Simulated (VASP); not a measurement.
Write the native input for VASP 6.6.1 that does the following.

```yaml
Task: relaxation of cell and atoms
Functional: PBE
Potentials_or_basis: VASP PAW PBE potentials, release 64 (In_d, Ga_d, N_h)
Cutoff: 1330 eV
k_mesh: 4 × 4 × 6
Occupations: gaussian, width 0.1 eV
Spin: no spin polarisation
Dipole_correction: no
Further_INCAR_settings: ALGO = Normal; EDIFF = 1e-07; IBRION = 2; EDIFFG = -0.04; NSW = 90; ISIF = 3
```

The structure of InGaN lies in POSCAR:

```
InGaN
1.0
    4.0760187700      0.0000000000      0.0000000000
    0.0000000000      4.0760187700      0.0000000000
    0.0000000000      0.0000000000      3.6488622200
In Ga N
1 1 1
Direct
    0.0000000000      0.0000000000      0.5000000000
    0.5000000000      0.5000000000      0.0000000000
    0.0000000000      0.0000000000      0.0000000000
```

The cell was generated, and may not be a known phase.

The input as run:

INCAR

```
SYSTEM = InGaN
PREC = Accurate
ENCUT = 1330
EDIFF = 1E-7
ISMEAR = 0
SIGMA = 0.1
LREAL = .FALSE.
LASPH = .TRUE.
NELM = 120
ALGO = Normal
ISIF = 3
LWAVE = .FALSE.
LCHARG = .FALSE.
GGA = PE
IBRION = 2
NSW = 90
EDIFFG = -0.04
GGA_COMPAT = .FALSE.
NELMIN = 4
```

KPOINTS

```
Automatic mesh
0
G
  4 4 6
  0 0 0
```

Potentials or basis: VASP PAW PBE potentials, release 64 (In_d, Ga_d, N_h).

Command:

```sh
$ cat potpaw_PBE.64/In_d/POTCAR potpaw_PBE.64/Ga_d/POTCAR potpaw_PBE.64/N_h/POTCAR > POTCAR
$ mpirun -np 1 vasp_std > vasp.out
```

Results of the run:

- Relaxed volume: 16.61 Å³/atom
- Relaxed cell: a = 2.938 Å, b = 2.938 Å, c = 5.771 Å, α = 90.00°, β = 90.00°, γ = 90.00°
- Space group after relaxing (to 0.1 Å): P4/mmm (No. 123)
- Energy gained by relaxing: 837.4 meV/atom
- Ionic steps: 27
- Pressure after relaxing: 0.3 GPa
- Band gap on the k mesh: zero (an odd number of electrons rules out a gap without spin polarisation)

Caveat: the k points lie up to 0.53 Å⁻¹ apart in the final cell, too coarse for converged energies and pressures of a metal; the volume moved by over 15 % at a fixed basis, so the end points are rough; spin-orbit coupling is left out, which moves the levels of the heavy elements.

Wall time 29 min on 1 thread of Intel(R) Xeon(R) Platinum 8259CL CPU @ 2.50GHz (Skylake/Cascade Lake) (shared host), peak memory 0.48 GiB.
